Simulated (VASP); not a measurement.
# SnSe (Fm-3m) in VASP: a series of runs

Runs on SnSe. Level: PBEsol. Tasks: relaxation of cell and atoms.

Everything below comes from runs of VASP 6.6.1. Logs are shortened: lines on timing, memory, paths and dates and some standing lists are left out, and cuts for length are marked.

**1. The cell of the first run**

Symmetry: Fm-3m, No. 225, cubic system. The conventional cell has a = 6.020 Å, b = 6.020 Å, c = 6.020 Å, α = 90.00°, β = 90.00°, γ = 90.00°. Sn (site symmetry m-3m) has 6 Se at 3.01 Å within 4.0 Å. Within 4.0 Å of Se (site symmetry m-3m) lie 6 Sn at 3.01 Å.

**2. Relaxation of cell and atoms, PBEsol, target pressure 20 GPa, at which the enthalpy is minimised**

File INCAR:

```
SYSTEM = SnSe
PREC = Accurate ; ENCUT = 600
EDIFF = 1E-6 ; ISMEAR = -1
SIGMA = 0.05 ; LREAL = .FALSE.
LASPH = .TRUE. ; NELM = 100
ALGO = Normal ; ISIF = 3
LWAVE = .FALSE. ; LCHARG = .FALSE.
GGA = PS ; IBRION = 2
NSW = 80 ; EDIFFG = -0.005
PSTRESS = 200.0
```

File KPOINTS:

```
Automatic mesh
0
G
  8 8 8
  0 0 0
```

File POSCAR:

```
SnSe
1.0
    0.0000000000      3.0100000000      3.0100000000
    3.0100000000      0.0000000000      3.0100000000
    3.0100000000      3.0100000000      0.0000000000
Sn Se
1 1
Direct
    0.0000000000      0.0000000000      0.0000000000
    0.5000000000      0.5000000000      0.5000000000
```

Potentials or basis: VASP PAW PBE potentials, release 64 (Sn_d, Se).

Started as:

```sh
$ cat potpaw_PBE.64/Sn_d/POTCAR potpaw_PBE.64/Se/POTCAR > POTCAR
$ mpirun -np 1 vasp_std > vasp.out
```

OUTCAR:

```text
SYSTEM = SnSe
   PREC = Accurate
   ENCUT = 600
   EDIFF = 1E-6
   ISMEAR = -1
   LREAL = .FALSE.
   LASPH = .TRUE.
   NELM = 100
   ISIF = 3
   GGA = PS
   IBRION = 2
   NSW = 80
   EDIFFG = -0.005
   PSTRESS = 200.0

 ion  position               nearest neighbor table
   1  0.000  0.000  0.000-   2 3.01   2 3.01   2 3.01   2 3.01   2 3.01   2 3.01
   2  0.500  0.500  0.500-   1 3.01   1 3.01   1 3.01   1 3.01   1 3.01   1 3.01

  LATTYP: Found a face centered cubic cell.
 ALAT       =     6.0200000000

  Lattice vectors:

 A1 = (   0.0000000000,   3.0100000000,   3.0100000000)
 A2 = (   3.0100000000,   0.0000000000,   3.0100000000)
 A3 = (   3.0100000000,   3.0100000000,   0.0000000000)

Analysis of symmetry for initial positions (statically):
=====================================================================
 Subroutine PRICEL returns:
 Original cell was already a primitive cell.

 Routine SETGRP: Setting up the symmetry group for a
 face centered cubic supercell.

 Subroutine GETGRP returns: Found 48 space group operations
[... 9 lines left out ...]

 Routine SETGRP: Setting up the symmetry group for a
 face centered cubic supercell.

 Subroutine GETGRP returns: Found 48 space group operations
[... 11 lines left out ...]
                                     Primitive cell

  volume of cell :      54.5418

  direct lattice vectors                    reciprocal lattice vectors
     0.000000000  3.010000000  3.010000000    -0.166112957  0.166112957  0.166112957
     3.010000000  0.000000000  3.010000000     0.166112957 -0.166112957  0.166112957
     3.010000000  3.010000000  0.000000000     0.166112957  0.166112957 -0.166112957

  length of vectors
     4.256782823  4.256782823  4.256782823     0.287716081  0.287716081  0.287716081

  position of ions in fractional coordinates (direct lattice)
     0.000000000  0.000000000  0.000000000
     0.500000000  0.500000000  0.500000000

  ion indices of the primitive-cell ions
   primitive index   ion index
                 1           1
                 2           2

----------------------------------------------------------------------------------------

 KPOINTS: Automatic mesh

Automatic generation of k-mesh.
 Grid dimensions read from file:
 generate k-points for:    8    8    8

 Generating k-lattice:

  Cartesian coordinates                     Fractional coordinates (reciprocal lattice)
    -0.020764120  0.020764120  0.020764120     0.125000000  0.000000000  0.000000000
     0.020764120 -0.020764120  0.020764120     0.000000000  0.125000000  0.000000000
     0.020764120  0.020764120 -0.020764120     0.000000000  0.000000000  0.125000000

  Length of vectors
     0.035964510  0.035964510  0.035964510

  Shift w.r.t. Gamma in fractional coordinates (k-lattice)
     0.000000000  0.000000000  0.000000000

 Subroutine IBZKPT returns following result:
 ===========================================

 Found     29 irreducible k-points:

 Following reciprocal coordinates:
            Coordinates               Weight
  0.000000  0.000000  0.000000      1.000000
  0.125000  0.000000  0.000000      8.000000
  0.250000  0.000000  0.000000      8.000000
  0.375000  0.000000  0.000000      8.000000
  0.500000  0.000000  0.000000      4.000000
  0.125000  0.125000  0.000000      6.000000
[... 16 lines left out ...]
  0.500000  0.250000  0.125000     48.000000
 -0.375000  0.250000  0.125000     24.000000
 [... further k-points ...]
   k-points           NKPTS =     29   k-points in BZ     NKDIM =     29   number of bands    NBANDS=     14
   number of dos      NEDOS =    301   number of ions     NIONS =      2
   total plane-waves  NPLWV =  46656
   dimension x,y,z NGX =    36 NGY =   36 NGZ =   36
   dimension x,y,z NGXF=    72 NGYF=   72 NGZF=   72
   ions per type =               1   1
   NGX,Y,Z   is equivalent  to a cutoff of  14.06, 14.06, 14.06 a.u.
   NGXF,Y,Z  is equivalent  to a cutoff of  28.12, 28.12, 28.12 a.u.
 SYSTEM =  SnSe
   PREC   = accura    normal or accurate (medium, high low for compatibility)
   ISTART =      0    job   : 0-new  1-cont  2-samecut
   ICHARG =      2    charge: 1-file 2-atom 10-const
   ISPIN  =      1    spin polarized calculation?
   LNONCOLLINEAR =      F non collinear calculations
   LSORBIT =      F    spin-orbit coupling
   LASPH  =      T    aspherical Exc in radial PAW
   ENCUT  =  600.0 eV  44.10 Ry    6.64 a.u.   8.50  8.50  8.50*2*pi/ulx,y,z
   NELM   =    100;   NELMIN=  2; NELMDL= -5     # of ELM steps
   EDIFF  = 0.1E-05   stopping-criterion for ELM
   LREAL  =      F    real-space projection
   EDIFFG = -.5E-02   stopping-criterion for IOM
   NSW    =     80    number of steps for IOM
   IBRION =      2    ionic relax: 0-MD 1-quasi-New 2-CG
   NFREE  =      1    steps in history (QN), initial steepest desc. (CG)
   ISIF   =      3    stress and relaxation
   ISYM   =      2    0-nonsym 1-usesym 2-fastsym
   POTIM  = 0.5000    time-step for ionic-motion
   TEBEG  =    0.0;   TEEND  =   0.0 temperature during run
   PSTRESS=  200.0 pullay stress
   NELECT =      20.0000    total number of electrons
   NUPDOWN=      -1.0000    fix difference up-down
   EMIN   =  10.00;   EMAX   =-10.00  energy-range for DOS
   EFERMI =   0.00;   METHOD = LEGACY
   ISMEAR =    -1;   SIGMA  =   0.05  broadening in eV -4-tet -1-fermi 0-gaus
   EFERMI_NEDOS =   21; number of points for ismear=-14 and -15
   IALGO  =     38    algorithm
   IMIX   =      4    mixing-type and parameters
     AMIX     =   0.40;   BMIX     =  1.00
     AMIX_MAG =   1.60;   BMIX_MAG =  1.00
  volume/ion in A,a.u.               =      27.27       184.03
  Fermi-wavevector in a.u.,A,eV,Ry     =   1.171768  2.214321 18.681350  1.373040
  Thomas-Fermi vector in A             =   2.308207
   LORBIT       =      0    0 simple, 1 ext, 2 COOP (PROOUT), +10 PAW based schemes
   GGA     = PS    functional components
   LHFCALC =     F    Hartree Fock is set to
   AEXX    =    0.0000 exact exchange contribution
   IVDW    =     0    specifies the selected vdW correction
   LEPSILON=     F    determine dielectric tensor
   LRPA    =     F    only Hartree local field effects (RPA)
 conjugate gradient relaxation of ions
 non-spin polarized calculation
  energy-cutoff  :      600.00
  volume of cell :       54.54
 maximum number of plane-waves:      1841
 NGX is ok and might be reduce to    36
   NGX = 17   NGY = 17   NGZ = 17

--------------------------------------- Ionic step        1  -------------------------------------------

 number of electron      19.9999999 magnetization

 Free energy of the ion-electron system (eV)
  ---------------------------------------------------
  ext. energy  EPLUGINS =         0.00000000
  ---------------------------------------------------
  free energy    TOTEN  =        -8.97424835 eV

  energy without entropy =       -8.97420844  energy(sigma->0) =       -8.97422839

 E-fermi :   5.6597     XC(G=0):  -9.7765

 val. band max:        5.3562072691   @ k =   0.5000   0.0000   0.0000
 cond. band min:       6.0068932657   @ k =   0.5000   0.0000   0.0000
 fundamental gap:      0.6506859967
 Fermi energy:         5.6596925514

 k-point     1 :       0.0000    0.0000    0.0000
  band No.  band energies     occupation
      1     -16.0439      2.00000
      2     -16.0439      2.00000
      3     -16.0439      2.00000
      4     -16.0432      2.00000
      5     -16.0432      2.00000
      6      -8.4368      2.00000
      7       0.3331      2.00000
      8       3.2593      2.00000
      9       3.2593      2.00000
     10       3.2593      2.00000
     11       9.7270      0.00000
     12       9.7270      0.00000
     13       9.7270      0.00000
     14      11.2452      0.00000
[... 951 lines left out ...]
  FREE ENERGIE OF THE ION-ELECTRON SYSTEM (eV)
  ---------------------------------------------------
  free  energy   TOTEN  =        -8.4837204263 eV

  energy  without entropy=       -8.4828704583  energy(sigma->0) =       -8.48329544

  enthalpy is  TOTEN    =        -3.1836162034 eV   P V=        5.3001042229

--------------------------------------- Ionic step        5  -------------------------------------------

 number of electron      20.0000000 magnetization

 Free energy of the ion-electron system (eV)
  ---------------------------------------------------
  ext. energy  EPLUGINS =         0.00000000
  ---------------------------------------------------
  free energy    TOTEN  =        -8.45391017 eV

  energy without entropy =       -8.45295147  energy(sigma->0) =       -8.45343082

 E-fermi :   9.2925     XC(G=0): -10.9796

 val. band max:        9.0934866227   @ k =  -0.2500   0.1250   0.0000
 cond. band min:       9.5381413367   @ k =  -0.3750   0.1250   0.0000
 fundamental gap:      0.4446547140
 Fermi energy:         9.2924954369

 k-point     1 :       0.0000    0.0000    0.0000
  band No.  band energies     occupation
      1     -12.9556      2.00000
      2     -12.9556      2.00000
      3     -12.9400      2.00000
      4     -12.9400      2.00000
      5     -12.9400      2.00000
      6      -7.2802      2.00000
      7       4.5942      2.00000
      8       5.6783      2.00000
      9       5.6783      2.00000
     10       5.6783      2.00000
     11      13.9415      0.00000
     12      13.9415      0.00000
     13      13.9415      0.00000
     14      14.1146      0.00000
[... 413 lines left out ...]
 POSITION                                       TOTAL-FORCE (eV/Angst)
 -----------------------------------------------------------------------------------
      0.00000      0.00000      0.00000         0.000000      0.000000      0.000000
      2.76362      2.76362      2.76362        -0.000000      0.000000     -0.000000
 -----------------------------------------------------------------------------------
    total drift:                               -0.000000      0.000000      0.000000

  FREE ENERGIE OF THE ION-ELECTRON SYSTEM (eV)
  ---------------------------------------------------
  free  energy   TOTEN  =        -8.4539101699 eV

  energy  without entropy=       -8.4529514683  energy(sigma->0) =       -8.45343082

  enthalpy is  TOTEN    =        -3.1842184112 eV   P V=        5.2696917587

 reached required accuracy - stopping structural energy minimisation
```

It took 1.7 min on 1 thread of Intel Xeon 6975P-C, shared host; peak memory 0.23 GiB.

Results:

```yaml
Free_energy: -8.4539 eV
Relaxed_volume: 21.11 Å³/atom
Relaxed_cell: a = 3.908 Å, b = 3.908 Å, c = 3.908 Å, α = 60.00°, β = 60.00°, γ = 60.00°
Space_group_after_relaxing_to_0.05_Å: Fm-3m (No. 225)
Energy_change_on_relaxing_the_enthalpy_is_what_falls: +260.2 meV/atom
Ionic_steps: 5
Pressure_after_relaxing: 20.0 GPa
Band_gap_on_the_k_mesh: 0.44 eV, indirect (least direct gap 0.45 eV)
```

Step by step:
```
step  energy change (eV)  largest force (eV/Å)  pressure (GPa)  volume (Å³)
   1              0.0000                0.0000           -1.90        54.54
   2              4.4485                0.0000          104.44        30.09
   3              0.4211                0.0000           17.42        43.07
   4              0.4905                0.0000           19.24        42.46
   5              0.5203                0.0000           19.99        42.21
```

Final structure:
```
CELL_PARAMETERS angstrom
0.00000 2.76362 2.76362
2.76362 0.00000 2.76362
2.76362 2.76362 0.00000
ATOMIC_POSITIONS crystal
Sn 0.00000 0.00000 0.00000
Se 0.50000 0.50000 0.50000
```

Caveat: the cell is relaxed towards a set pressure, so the enthalpy falls and the energy may rise; the volume moved by over 15 % at a fixed basis, so the end points are rough; the PAW data sets were made with another functional, which shifts forces and pressure a little; spin-orbit coupling is left out, which moves the levels of the heavy elements.

**3. Relaxation of cell and atoms, PBEsol, target pressure 30 GPa, at which the enthalpy is minimised**

File INCAR:

```
SYSTEM = SnSe
  PREC = Accurate
  ENCUT = 600
  EDIFF = 1E-6
  ISMEAR = -1
  SIGMA = 0.05
  LREAL = .False.
  LASPH = .True.
  NELM = 80
  ALGO = Normal
  ISIF = 3
  LWAVE = .False.
  LCHARG = .False.
  GGA = PS
  IBRION = 2
  NSW = 80
  EDIFFG = -0.005
  PSTRESS = 300.0
```

File KPOINTS:

```
Automatic mesh
0
Gamma
  8 8 8
  0 0 0
```

POSCAR is that of step 2.

Potentials or basis: VASP PAW PBE potentials, release 64 (Sn_d, Se).

Started as:

```sh
$ cat potpaw_PBE.64/Sn_d/POTCAR potpaw_PBE.64/Se/POTCAR > POTCAR
$ mpirun -np 1 vasp_std > vasp.out
```

Run time: 3.7 min. Hardware: 1 thread of Intel Xeon 6975P-C, shared host; peak memory 0.24 GiB.

It converged, with:

```
Free energy                                            : -8.0238 eV
Relaxed volume                                         : 19.72 Å³/atom
Relaxed cell                                           : a = 3.821 Å, b = 3.821 Å, c = 3.821 Å, α = 60.00°, β = 60.00°, γ = 60.00°
Space group after relaxing (to 0.05 Å)                 : Fm-3m (No. 225)
Energy change on relaxing (the enthalpy is what falls) : +475.2 meV/atom
Ionic steps                                            : 17
Pressure after relaxing                                : 30.0 GPa
Band gap on the k mesh                                 : 0.23 eV, indirect (least direct gap 0.32 eV)
```

Step by step:
```
step  energy change (eV)  largest force (eV/Å)  pressure (GPa)  volume (Å³)
   1              0.0000                0.0000           -1.90        54.54
   2             14.2980                0.0000          332.21        21.93
   3              0.6066                0.0000           22.15        41.56
   4              0.7738                0.0000           26.01        40.44
   5              0.9563                0.0000           30.06        39.40
   6              0.9062                0.0000           29.02        39.67
   7              0.9087                0.0000           29.09        39.66
   8              0.9162                0.0000           29.29        39.62
   9              0.9163                0.0000           29.24        39.62
  10              0.9167                0.0000           29.23        39.62
  11              0.9175                0.0000           29.29        39.61
  12              0.9190                0.0000           29.31        39.60
  13              0.9220                0.0000           29.38        39.59
  14              0.9280                0.0000           29.54        39.55
  15              0.9402                0.0000           29.78        39.49
  16              0.9647                0.0000           30.30        39.36
  17              0.9505                0.0000           29.99        39.43
```

Final structure:
```
CELL_PARAMETERS angstrom
0.00000 2.70154 2.70154
2.70154 0.00000 2.70154
2.70154 2.70154 0.00000
ATOMIC_POSITIONS crystal
Sn 0.00000 0.00000 0.00000
Se 0.50000 0.50000 0.50000
```

Levels at points of the mesh, in eV from the valence-band top:
```csv
k point,band 8,band 9,band 10,band 11,band 12,band 13
"(0.00, 0.00, 0.00)",-3.83,-3.83,-3.83,4.73,4.73,4.73
"(0.50, 0.00, 0.00)",-3.44,-3.44,-1.00,0.23,0.23,1.48
"(0.50, 0.50, 0.00)",-6.83,-6.03,-6.03,1.05,6.75,6.75
```

Caveat: the cell is relaxed towards a set pressure, so the enthalpy falls and the energy may rise; the volume moved by over 15 % at a fixed basis, so the end points are rough; the PAW data sets were made with another functional, which shifts forces and pressure a little; spin-orbit coupling is left out, which moves the levels of the heavy elements.
